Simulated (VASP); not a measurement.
The system is Co.

```
CELL_PARAMETERS angstrom
0.00000 1.76017 1.76017
1.76017 0.00000 1.76017
1.76017 1.76017 0.00000
ATOMIC_POSITIONS crystal
Co 0.00000 0.00000 0.00000
```

This isn't the form of Co at room conditions, which is hcp.

* Program: VASP 6.6.1
* Task: relaxation of cell and atoms
* Functional: PBE
* Dispersion: D3(BJ)
* Potentials or basis: VASP PAW PBE potentials, release 64 (Co)
* Cutoff: 600 eV
* k mesh: 20 × 20 × 20
* Occupations: gaussian, width 0.1 eV
* Spin: collinear spin, ferromagnetic start
* Starting moments: [1.88] μB

At the start: pressure -7.1 GPa; volume 10.91 Å³/atom.

Question: How do energy, volume and symmetry change on relaxing?

Answer: Over 3 steps the energy falls by 8.2 meV/atom and the volume is 10.55 Å³/atom (-3.2 %); space group Fm-3m (No. 225, to 0.1 Å) before and after; moment 1.62 μB per cell.

Step by step:
```
step  energy change (eV)  largest force (eV/Å)  pressure (GPa)  volume (Å³)
   1              0.0000                0.0000           -7.09        10.91
   2              0.0032                0.0000            9.70        10.16
   3             -0.0082                0.0000           -0.01        10.55
```

Final structure:
```
Co
1.0
     0.00000    1.74099    1.74099
     1.74099    0.00000    1.74099
     1.74099    1.74099    0.00000
Co
1
Direct
  0.00000 0.00000 0.00000
```
